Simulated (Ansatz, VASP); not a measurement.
## BiTe: VASP beside Ansatz

```
Bi Te
1.0
     0.00000    3.11557    3.11557
     3.11557    0.00000    3.11557
     3.11557    3.11557    0.00000
Bi Te
1 1
Direct
  0.00000 0.00000 0.00000
  0.50000 0.50000 0.50000
```

Alike in both runs: task single point; functional PBE; k mesh 12 × 12 × 12; occupations gaussian, width 0.1 eV; no spin polarisation.

```csv
,VASP,Ansatz
version,VASP 6.6.1,Ansatz 0.2.0
potentials or method,"VASP PAW PBE potentials, release 64 (Bi_d, Te), cutoff 520 eV","scalar-relativistic, plane waves, PAW"
valence electrons in the cell,21,31
```

Ansatz gave:

```
gap on the k mesh at the Fermi level (eV) : none
pressure (GPa)                            : 8.1
```

Task: What did VASP give for the same quantities?

Result: gap on the k mesh at the Fermi level (eV): none; pressure (GPa): 8.0.

A gap of «none» marks a metal or a gap that the smearing closes. With one functional, cell and mesh, what is left measures potentials, basis and numerics. VASP's potentials hold 21 valence electrons a cell and Ansatz's 31, so a difference there can come from the potentials and not from the codes.

Neither program's run includes spin-orbit coupling.
